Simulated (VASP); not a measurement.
**SnO: single point with r2SCAN+rVV10**

SnO:

```xyz
4
Lattice="3.7622 0.0000 0.0000 0.0000 3.7622 0.0000 0.0000 0.0000 4.8209" Properties=species:S:1:pos:R:3 pbc="T T T"
Sn    1.8811    0.0000    3.6862
Sn    0.0000    1.8811    1.1347
O     0.0000    0.0000    0.0000
O     1.8811    1.8811    0.0000
```

- Program: VASP 6.6.1
- Task: single point
- Functional: r2SCAN
- Dispersion: rVV10
- Potentials or basis: VASP PAW PBE potentials, release 64 (Sn_d, O)
- Cutoff: 660 eV
- k mesh: 7 × 7 × 6
- Occupations: fermi-dirac, width 0.05 eV
- Spin: no spin polarisation

The pressure is 3.3 GPa. The largest force is 0.652 eV/Å and the band gap on the k mesh is 0.30 eV (least direct gap 2.31 eV).

Forces on the atoms (eV/Å):
```
Sn   0.000  0.000 -0.652
Sn   0.000  0.000  0.652
O    0.000  0.000  0.000
O    0.000  0.000  0.000
```

Stress tensor (GPa, compression positive):
```
3.68 0.00 0.00
0.00 3.68 0.00
0.00 0.00 2.62
```

Levels at points of the mesh, in eV from the valence-band top:
```
           k point  band 18  band 19  band 20  band 21  band 22  band 23
(0.00, 0.00, 0.00)    -3.89    -3.89     0.00     2.40     4.41     4.89
(0.00, 0.00, 0.50)    -3.90    -3.08    -2.77     1.87     3.07     3.07
```

Wall time 5.7 min on 1 thread of AMD EPYC 9R45 (Zen 5), with other jobs on the host, peak memory 0.38 GiB.

Caveat: the cell stands under pressure; the PAW data sets were made with another functional, which shifts forces and pressure a little; spin-orbit coupling is left out, which moves the levels of the heavy elements; an odd mesh through Γ misses points on the zone boundary, where band edges can lie.
